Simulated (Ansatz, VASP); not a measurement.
## ZrTeBr: VASP beside Ansatz

```
Zr Te Br
1.0
     4.79257    0.00000    0.00000
    -2.39628    4.15049    0.00000
     0.00000    0.00000    5.28335
Zr Te Br
1 1 1
Direct
  0.00000 0.00000 0.50000
  0.33333 0.66667 0.50000
  0.66667 0.33333 0.00000
```

Change from the starting cell: species swapped into the BaAlSn type (P-6m2, No. 187).

Alike in both runs: task single point; functional PBE; k mesh 6 × 6 × 4; occupations gaussian, width 0.1 eV; no spin polarisation.

|  | VASP | Ansatz |
| --- | --- | --- |
| version | VASP 6.6.1 | Ansatz 0.2.0 |
| potentials or method | VASP PAW PBE potentials, release 64 (Zr_sv, Te, Br), cutoff 520 eV | scalar-relativistic, plane waves, PAW |
| valence electrons in the cell | 25 | 35 |

VASP gave:

| Quantity | Value |
| --- | --- |
| gap on the k mesh at the Fermi level (eV) | none |
| pressure (GPa) | -1.1 |
| traceless stress, the component that is largest in VASP (GPa) | -1.55 |

**Question.** Which values does Ansatz return?

**Answer.** gap on the k mesh at the Fermi level (eV): none; pressure (GPa): -1.1; traceless stress, the component that is largest in VASP (GPa): -1.53.

A gap of «none» marks a metal or a gap that the smearing closes. With one functional, cell and mesh, what is left measures potentials, basis and numerics. VASP's potentials hold 25 valence electrons a cell and Ansatz's 35, so a difference there can come from the potentials and not from the codes.

Neither program's run includes spin-orbit coupling.
